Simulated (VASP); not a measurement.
Runs of VASP 6.6.1 on H4RuCl. The structure is that of space group F-43m (No. 216), or close to it. The cells are those of the table. 

```csv
task,spin,cell,k mesh,cutoff (eV),gap on the mesh (eV),pressure (GPa),moment (μB),relaxed volume (Å³/atom),largest force (eV/Å)
relaxation of cell and atoms,off,"relaxed from a = 4.036 Å, angles 60.0°, 6 atoms",6 × 6 × 6,600,none,-0.2,-,-,0.02
single point,off,"a = 4.036 Å, angles 60.0°, 6 atoms",6 × 6 × 6,520,none,-0.2,-,-,0.01
relaxation of cell and atoms,off,"relaxed from a = 4.036 Å, angles 60.0°, 6 atoms",12 × 12 × 12,600,none,-0.1,-,7.73,-
relaxation of cell and atoms,"collinear, ferromagnetic start","relaxed from a = 4.862 Å, angles 60.0°, 6 atoms",4 × 4 × 4,600,none,0.3,0.00,7.71,0.01
single point,"collinear, ferromagnetic start","a = 4.036 Å, angles 60.0°, 6 atoms",4 × 4 × 4,520,none,(b),0.00,-,-
single point,"collinear, ferromagnetic start","a = 4.862 Å, angles 60.0°, 6 atoms",4 × 4 × 4,520,none,-14.7,(a),-,0.20
single point,off,"a = 4.033 Å, angles 60.0°, 6 atoms",12 × 12 × 12,520,none,-0.1,-,-,-
```

Alike in all rows: level PBE; potentials or basis VASP PAW PBE potentials, release 64 (H, Ru_pv, Cl); smearing gaussian 0.1 eV.

Question: Estimate the missing entries.

Answer: (a) 2.65; (b) -0.3.

Caveats: some runs use coarse meshes; an odd number of electrons without spin polarisation forces a metal (some runs); a magnetic or distorted state may lie lower (some runs); the relaxation stopped at its first step, so nothing moved (some runs); the volume moved by over 15 % at a fixed basis, so the end points are rough (some runs).

A k mesh can miss the band edges, and the runs leave out spin-orbit coupling on Ru.

A gap of «none» marks levels without a gap at the run's occupations.
